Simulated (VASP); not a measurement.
**Ti: single point with PBEsol**

Ti:

```
Ti
1.0
     4.54200    0.00000    0.00000
    -2.27100    3.93349    0.00000
     0.00000    0.00000    2.52970
Ti
3
Direct
  0.00000 0.00000 0.00000
  0.33333 0.66667 0.50000
  0.66667 0.33333 0.50000
```

This isn't the form of Ti at room conditions, which is hcp.

```yaml
Program: VASP 6.6.1
Task: single point
Functional: PBEsol
Potentials_or_basis: VASP PAW PBE potentials, release 64 (Ti_sv)
Cutoff: 550 eV
k_mesh: 12 × 12 × 14
Occupations: gaussian, width 0.15 eV
Spin: no spin polarisation
Dipole_correction: no
Second_try: not_converged
Further_INCAR_settings: ALGO = All; EDIFF = 1e-06; NBANDS = 25
```

```
Pressure               : 12.9 GPa
Band gap on the k mesh : zero (bands 18 and 19 overlap by 0.62 eV)
```

Stress tensor (GPa, compression positive):
```
 7.55  0.00  0.00
 0.00  7.55  0.00
 0.00  0.00 23.59
```

Levels at points of the mesh, in eV from the Fermi level:
| k point | band 15 | band 16 | band 17 | band 18 | band 19 | band 20 | band 21 | band 22 |
| --- | --- | --- | --- | --- | --- | --- | --- | --- |
| (0.00, 0.00, 0.00) | -0.79 | -0.79 | -0.72 | -0.72 | -0.50 | 0.14 | 1.41 | 1.41 |
| (0.50, 0.00, 0.00) | -2.88 | -0.76 | -0.66 | -0.49 | -0.14 | 0.07 | 1.15 | 2.24 |
| (0.00, 0.00, 0.50) | -1.81 | -1.81 | -1.51 | -0.89 | 0.77 | 0.77 | 1.73 | 1.73 |
| (0.50, 0.00, 0.50) | -2.12 | -1.36 | -0.58 | -0.10 | 0.31 | 1.30 | 1.45 | 1.79 |

It took 100 s on 4 MPI ranks on Intel(R) Xeon(R) Platinum 8259CL CPU @ 2.50GHz (Skylake/Cascade Lake) (shared host), peak memory 0.42 GiB a rank.

Caveat: the stress differs along the axes, from 8 to 24 GPa; the PAW data sets were made with another functional, which shifts forces and pressure a little.
